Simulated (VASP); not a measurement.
A run of VASP 6.6.1 is set up as follows.

INCAR

```
PREC = Accurate
ENCUT = 520
EDIFF = 1E-6
ISMEAR = -1
SIGMA = 0.02
LREAL = F
LASPH = T
NELM = 80
ALGO = Normal
ISIF = 2
LWAVE = F
LCHARG = T
GGA = PE
LELF = T
LVHAR = T
NBANDS = 14
```

Contents of KPOINTS:

```
Automatic mesh
0
Gamma
  9 9 9
```

POSCAR

```
NaCl
1.0
    0.0000000000      2.8100000000      2.8100000000
    2.8100000000      0.0000000000      2.8100000000
    2.8100000000      2.8100000000      0.0000000000
Na Cl
1 1
Direct
    0.0000000000      0.0000000000      0.0000000000
    0.5000000000      0.5000000000      0.5000000000
```

Potentials or basis: VASP PAW PBE potentials, release 64 (Na_pv, Cl).

The run is started by

```console
$ cat potpaw_PBE.64/Na_pv/POTCAR potpaw_PBE.64/Cl/POTCAR > POTCAR
$ mpirun -np 1 vasp_std > vasp.out
```

(1) Estimate the pressure.

(2) Predict the band gap on the k mesh.

Answers

(1) 1.0 GPa.

(2) 5.15 eV, direct.
